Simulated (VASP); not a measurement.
**AlNi: relaxation of cell and atoms with BLYP**

The system is AlNi.

```
Ni Al
1.0
     2.88100    0.00000    0.00000
     0.00000    2.88100    0.00000
     0.00000    0.00000    2.88100
Ni Al
1 1
Cartesian
  1.4405 1.4405 1.4405
  0.0000 0.0000 0.0000
```

```
Program                : VASP 6.6.1
Task                   : relaxation of cell and atoms
Functional             : BLYP
Potentials or basis    : VASP PAW PBE potentials, release 64 (Ni, Al)
Cutoff                 : 600 eV
k mesh                 : 9 × 9 × 9
Occupations            : fermi-dirac, width 0.05 eV
Spin                   : collinear spin, ferromagnetic start
Starting moments       : [1.0, 0.0] μB
Dipole correction      : no
Further INCAR settings : ALGO = Normal; EDIFF = 1e-07; IBRION = 2; EDIFFG = -0.01; NSW = 60; ISIF = 3
```

The relaxed volume is 12.49 Å³/atom and the relaxed cell is a = 2.923 Å, b = 2.923 Å, c = 2.923 Å, α = 90.00°, β = 90.00°, γ = 90.00°. The space group after relaxing (to 0.05 Å) is Pm-3m (No. 221). The energy gained by relaxing is 11.0 meV/atom. The ionic steps are 3. The pressure after relaxing is 0.0 GPa. The net moment is 0.00 μB per cell and the valence electrons inside the program's atomic spheres are Ni 9.45; Al 0.77.

The path:
```tsv
step	energy change (eV)	largest force (eV/Å)	pressure (GPa)	volume (Å³)
1	0.0000	0.0000	6.83	23.91
2	-0.0127	0.0000	-3.87	25.72
3	-0.0219	0.0000	-0.03	24.98
```

Final structure:
```xyz
2
Lattice="2.9234 0.0000 0.0000 0.0000 2.9234 0.0000 0.0000 0.0000 2.9234" Properties=species:S:1:pos:R:3 pbc="T T T"
Ni    1.4617    1.4617    1.4617
Al    0.0000    0.0000    0.0000
```

Levels at points of the mesh, in eV from the Fermi level:
Spin up:
```tsv
k point	band 2	band 3	band 4	band 5	band 6	band 7	band 8	band 9	band 10	band 11
(0.00, 0.00, 0.00)	-3.02	-3.02	-1.50	-1.50	-1.50	5.32	5.32	5.32	8.19	8.19
```
Spin down:
```
           k point  band 2  band 3  band 4  band 5  band 6  band 7  band 8  band 9  band 10  band 11
(0.00, 0.00, 0.00)   -3.02   -3.02   -1.50   -1.50   -1.50    5.32    5.32    5.32     8.19     8.19
```

It took 110 s on 1 thread of Intel Xeon 8259CL (shared host), peak memory 0.16 GiB.

Caveat: the PAW data sets were made with another functional, which shifts forces and pressure a little. BLYP gives volumes clearly too large for solids.
